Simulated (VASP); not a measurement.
# CoO (Fm-3m) in VASP: single point with PBEsol

Aim: the single point of CoO with PBEsol.

Program: VASP 6.6.1. These are calculated values, not measurements. Logs are shortened: lines on timing, memory, paths and dates and some standing lists are left out, and cuts for length are marked.

## (1) The cell of the first run

It takes space group Fm-3m (No. 225, cubic). The conventional cell has a = 4.263 Å, b = 4.263 Å, c = 4.263 Å, α = 90.00°, β = 90.00°, γ = 90.00°. Within 2.8 Å of Co (site symmetry m-3m) lie 6 O at 2.13 Å. Within 2.8 Å of O (site symmetry m-3m) lie 6 Co at 2.13 Å.

## (2) Single point, PBEsol, collinear spin, ferromagnetic start

INCAR reads:

```
PREC     = Accurate       # precision mode
ENCUT    = 520            # plane-wave cutoff, eV
EDIFF    = 1E-6           # SCF threshold, eV
ISMEAR   = -1             # smearing method
SIGMA    = 0.1            # smearing width, eV
LREAL    = False          # projectors in reciprocal space
LASPH    = True           # aspherical terms in the spheres
NELM     = 150            # most SCF steps
ALGO     = Normal         # electronic algorithm
ISIF     = 2              # what is computed and relaxed
LWAVE    = False          # write WAVECAR
LCHARG   = True           # write CHGCAR
ISPIN    = 2              # spin polarisation
MAGMOM   = 2.5 0          # initial moments
LORBIT   = 11             # projections on sites
LMAXMIX  = 4              # l up to which the mixer works
GGA      = PS             # functional
LELF     = True           # ELF
LVHAR    = True         
NBANDS   = 18             # bands
```

KPOINTS reads:

```
regular mesh
0
Gamma
  9 9 9
```

POSCAR reads:

```
CoO
1.0
    0.0000000000      2.1315000000      2.1315000000
    2.1315000000      0.0000000000      2.1315000000
    2.1315000000      2.1315000000      0.0000000000
Co O
1 1
Direct
    0.0000000000      0.0000000000      0.0000000000
    0.5000000000      0.5000000000      0.5000000000
```

Potentials or basis: VASP PAW PBE potentials, release 64 (Co, O).

Started as:

```bash
> cat potpaw_PBE.64/Co/POTCAR potpaw_PBE.64/O/POTCAR > POTCAR
> mpirun -np 1 vasp_std > vasp.out
```

OUTCAR:

```text
PREC = Accurate
   ENCUT = 520
   EDIFF = 1E-6
   ISMEAR = -1
   LREAL = False
   LASPH = True
   NELM = 150
   ISIF = 2
   ISPIN = 2
   LORBIT = 11
   GGA = PS

 ion  position               nearest neighbor table
   1  0.000  0.000  0.000-   2 2.13   2 2.13   2 2.13   2 2.13   2 2.13   2 2.13
   2  0.500  0.500  0.500-   1 2.13   1 2.13   1 2.13   1 2.13   1 2.13   1 2.13

  LATTYP: Found a face centered cubic cell.
 ALAT       =     4.2630000000

  Lattice vectors:

 A1 = (   0.0000000000,   2.1315000000,   2.1315000000)
 A2 = (   2.1315000000,   0.0000000000,   2.1315000000)
 A3 = (   2.1315000000,   2.1315000000,   0.0000000000)

Analysis of symmetry for initial positions (statically):
=====================================================================
 Subroutine PRICEL returns:
 Original cell was already a primitive cell.

 Routine SETGRP: Setting up the symmetry group for a
 face centered cubic supercell.

 Subroutine GETGRP returns: Found 48 space group operations
 (whereof 48 operations were pure point group operations)
 out of a pool of 48 trial point group operations.

The static configuration has the point symmetry O_h .

Analysis of symmetry for dynamics (positions and initial velocities):
=====================================================================
 Subroutine PRICEL returns:
 Original cell was already a primitive cell.

 Routine SETGRP: Setting up the symmetry group for a
 face centered cubic supercell.

 Subroutine GETGRP returns: Found 48 space group operations
 (whereof 48 operations were pure point group operations)
 out of a pool of 48 trial point group operations.

The dynamic configuration has the point symmetry O_h .

Analysis of structural, dynamic, and magnetic symmetry:
=====================================================================
 Subroutine PRICEL returns:
 Original cell was already a primitive cell.

 Routine SETGRP: Setting up the symmetry group for a
 face centered cubic supercell.

 Subroutine GETGRP returns: Found 48 space group operations
 (whereof 48 operations were pure point group operations)
 out of a pool of 48 trial point group operations.

The overall configuration has the point symmetry O_h .

 Subroutine INISYM returns: Found 48 space group operations
 (whereof 48 operations are pure point group operations),
 and found     1 'primitive' translations

----------------------------------------------------------------------------------------

                                     Primitive cell

  volume of cell :      19.3681

  direct lattice vectors                    reciprocal lattice vectors
     0.000000000  2.131500000  2.131500000    -0.234576589  0.234576589  0.234576589
     2.131500000  0.000000000  2.131500000     0.234576589 -0.234576589  0.234576589
     2.131500000  2.131500000  0.000000000     0.234576589  0.234576589 -0.234576589

  length of vectors
     3.014396208  3.014396208  3.014396208     0.406298571  0.406298571  0.406298571

  position of ions in fractional coordinates (direct lattice)
     0.000000000  0.000000000  0.000000000
     0.500000000  0.500000000  0.500000000

  ion indices of the primitive-cell ions
   primitive index   ion index
                 1           1
                 2           2

----------------------------------------------------------------------------------------

 KPOINTS: regular mesh

Automatic generation of k-mesh.
 Grid dimensions read from file:
 generate k-points for:    9    9    9

 Generating k-lattice:

  Cartesian coordinates                     Fractional coordinates (reciprocal lattice)
    -0.026064065  0.026064065  0.026064065     0.111111111  0.000000000  0.000000000
     0.026064065 -0.026064065  0.026064065     0.000000000  0.111111111  0.000000000
     0.026064065  0.026064065 -0.026064065     0.000000000  0.000000000  0.111111111

  Length of vectors
     0.045144286  0.045144286  0.045144286

  Shift w.r.t. Gamma in fractional coordinates (k-lattice)
     0.000000000  0.000000000  0.000000000

 Subroutine IBZKPT returns following result:
 ===========================================

 Found     35 irreducible k-points:

 Following reciprocal coordinates:
            Coordinates               Weight
  0.000000  0.000000  0.000000      1.000000
  0.111111  0.000000  0.000000      8.000000
  0.222222  0.000000  0.000000      8.000000
  0.333333  0.000000  0.000000      8.000000
  0.444444  0.000000  0.000000      8.000000
  0.111111  0.111111  0.000000      6.000000
[... 16 lines left out ...]
 -0.333333  0.333333  0.000000     12.000000
  0.444444  0.444444  0.000000      6.000000
 [... further k-points ...]
   k-points           NKPTS =     35   k-points in BZ     NKDIM =     35   number of bands    NBANDS=     18
   number of dos      NEDOS =    301   number of ions     NIONS =      2
   total plane-waves  NPLWV =  13824
   dimension x,y,z NGX =    24 NGY =   24 NGZ =   24
   dimension x,y,z NGXF=    48 NGYF=   48 NGZF=   48
   ions per type =               1   1
   NGX,Y,Z   is equivalent  to a cutoff of  13.24, 13.24, 13.24 a.u.
   NGXF,Y,Z  is equivalent  to a cutoff of  26.47, 26.47, 26.47 a.u.
 SYSTEM =  unknown system
   PREC   = accura    normal or accurate (medium, high low for compatibility)
   ISTART =      0    job   : 0-new  1-cont  2-samecut
   ICHARG =      2    charge: 1-file 2-atom 10-const
   ISPIN  =      2    spin polarized calculation?
   LNONCOLLINEAR =      F non collinear calculations
   LSORBIT =      F    spin-orbit coupling
   LASPH  =      T    aspherical Exc in radial PAW
   ENCUT  =  520.0 eV  38.22 Ry    6.18 a.u.   5.60  5.60  5.60*2*pi/ulx,y,z
   NELM   =    150;   NELMIN=  2; NELMDL= -5     # of ELM steps
   EDIFF  = 0.1E-05   stopping-criterion for ELM
   LREAL  =      F    real-space projection
   EDIFFG = 0.1E-04   stopping-criterion for IOM
   NSW    =      0    number of steps for IOM
   IBRION =     -1    ionic relax: 0-MD 1-quasi-New 2-CG
   NFREE  =      0    steps in history (QN), initial steepest desc. (CG)
   ISIF   =      2    stress and relaxation
   ISYM   =      2    0-nonsym 1-usesym 2-fastsym
   POTIM  = 0.5000    time-step for ionic-motion
   TEBEG  =    0.0;   TEEND  =   0.0 temperature during run
   PSTRESS=    0.0 pullay stress
   NELECT =      15.0000    total number of electrons
   NUPDOWN=      -1.0000    fix difference up-down
   EMIN   =  10.00;   EMAX   =-10.00  energy-range for DOS
   EFERMI =   0.00;   METHOD = LEGACY
   ISMEAR =    -1;   SIGMA  =   0.10  broadening in eV -4-tet -1-fermi 0-gaus
   EFERMI_NEDOS =   21; number of points for ismear=-14 and -15
   IALGO  =     38    algorithm
   IMIX   =      4    mixing-type and parameters
     AMIX     =   0.40;   BMIX     =  1.00
     AMIX_MAG =   1.60;   BMIX_MAG =  1.00
  volume/ion in A,a.u.               =       9.68        65.35
  Fermi-wavevector in a.u.,A,eV,Ry     =   1.503407  2.841027 30.752334  2.260233
  Thomas-Fermi vector in A             =   2.614521
   LORBIT       =     11    0 simple, 1 ext, 2 COOP (PROOUT), +10 PAW based schemes
   GGA     = PS    functional components
   LHFCALC =     F    Hartree Fock is set to
   AEXX    =    0.0000 exact exchange contribution
   IVDW    =     0    specifies the selected vdW correction
   LEPSILON=     F    determine dielectric tensor
   LRPA    =     F    only Hartree local field effects (RPA)
 spin polarized calculation
  energy-cutoff  :      520.00
  volume of cell :       19.37
 maximum number of plane-waves:       534
   NGX = 11   NGY = 11   NGZ = 11

 number of electron      15.0000007 magnetization       2.8744071

 Free energy of the ion-electron system (eV)
  ---------------------------------------------------
  ext. energy  EPLUGINS =         0.00000000
  ---------------------------------------------------
  free energy    TOTEN  =       -14.00556020 eV

  energy without entropy =      -13.88928787  energy(sigma->0) =      -13.94742403

 E-fermi :   7.7909     XC(G=0): -12.6479

 val. band max:        7.7811040885   @ k =  -0.4444   0.3333   0.1111
 cond. band min:       7.8063780212   @ k =   0.4444   0.2222   0.0000
 fundamental gap:      0.0252739326
 Fermi energy:         7.7909383133

 spin component 1

 k-point     1 :       0.0000    0.0000    0.0000
  band No.  band energies     occupation
      1     -12.4192      1.00000
      2       4.5458      1.00000
      3       4.5458      1.00000
      4       4.5733      1.00000
      5       4.5733      1.00000
      6       4.5733      1.00000
[... 10 lines left out ...]
     17      29.0292      0.00000
     18      32.4802      0.00000
[... 463 lines left out ...]
 k-point    24 :       0.4444    0.4444    0.0000
  band No.  band energies     occupation
      1     -11.1771      1.00000
      2       0.8089      1.00000
      3       3.3433      1.00000
      4       3.3433      1.00000
      5       3.8474      1.00000
      6       4.8892      1.00000
[... 10 lines left out ...]
     17      38.9641      0.00000
     18      38.9641      0.00000

 [... further k-points ...]

 spin component 2

 k-point     1 :       0.0000    0.0000    0.0000
  band No.  band energies     occupation
      1     -11.9078      1.00000
      2       5.1499      1.00000
      3       5.1499      1.00000
      4       5.1499      1.00000
      5       6.6953      0.99998
      6       6.6953      0.99998
[... 10 lines left out ...]
     17      29.9631      0.00000
     18      33.2921      0.00000
[... 463 lines left out ...]
 k-point    24 :       0.4444    0.4444    0.0000
  band No.  band energies     occupation
      1     -10.5932      1.00000
      2       1.2847      1.00000
      3       3.8966      1.00000
      4       3.8966      1.00000
      5       5.5777      1.00000
      6       7.9510      0.16792
[... 10 lines left out ...]
     17      39.1314      0.00000
     18      39.1314      0.00000

 [... further k-points ...]

------------------------ aborting loop because EDIFF is reached ----------------------------------------

  FORCE on cell =-STRESS in cart. coord.  units (eV):
  Direction    XX          YY          ZZ          XY          YZ          ZX
  --------------------------------------------------------------------------------------
  -------------------------------------------------------------------------------------
  Total       -1.4046986     -1.4046986     -1.4046986     -0.0000000     -0.0000000      0.0000000
  in kB     -116.2004258   -116.2004258   -116.2004258     -0.0000000     -0.0000000      0.0000000
  external PRESSURE =    -116.2004258 kB  Pullay stress =       0.0000000 kB

 VOLUME and BASIS-vectors are now :
 -----------------------------------------------------------------------------
  energy-cutoff  :      520.00
  volume of cell :       19.37
      direct lattice vectors                 reciprocal lattice vectors
     0.000000000  2.131500000  2.131500000    -0.234576589  0.234576589  0.234576589
     2.131500000  0.000000000  2.131500000     0.234576589 -0.234576589  0.234576589
     2.131500000  2.131500000  0.000000000     0.234576589  0.234576589 -0.234576589

 POSITION                                       TOTAL-FORCE (eV/Angst)
 -----------------------------------------------------------------------------------
      0.00000      0.00000      0.00000         0.000000      0.000000      0.000000
      2.13150      2.13150      2.13150         0.000000      0.000000      0.000000
 -----------------------------------------------------------------------------------
    total drift:                                0.000000     -0.000000     -0.000000

  FREE ENERGIE OF THE ION-ELECTRON SYSTEM (eV)
  ---------------------------------------------------
  free  energy   TOTEN  =       -14.0055601984 eV

  energy  without entropy=      -13.8892878699  energy(sigma->0) =      -13.94742403

 total charge

# of ion       s       p       d       tot
------------------------------------------
    1        0.297   0.359   7.146   7.802
    2        1.551   3.396   0.000   4.947
--------------------------------------------------
tot          1.848   3.755   7.146  12.749

 magnetization (x)

# of ion       s       p       d       tot
------------------------------------------
    1        0.020   0.017   2.489   2.526
    2        0.029   0.268   0.000   0.296
--------------------------------------------------
tot          0.048   0.285   2.489   2.822
```

Wall time 37 s (1 thread of Intel Xeon 8259CL, shared host); peak memory 0.16 GiB.

What came out:

| Item | Value |
| --- | --- |
| Free energy | -14.0056 eV |
| Pressure | -11.6 GPa |
| Net moment | 2.87 μB per cell |
| Site moments | Co +2.53; O +0.30 μB |
| Valence electrons inside the program's atomic spheres | Co 7.80; O 4.95 |

Caveat: the PAW data sets were made with another functional, which shifts forces and pressure a little; a cell with one magnetic atom can't hold antiferromagnetic order, which such compounds often take; semilocal functionals often make such compounds metallic where correlation or magnetic order opens a gap, which also shifts bond lengths.
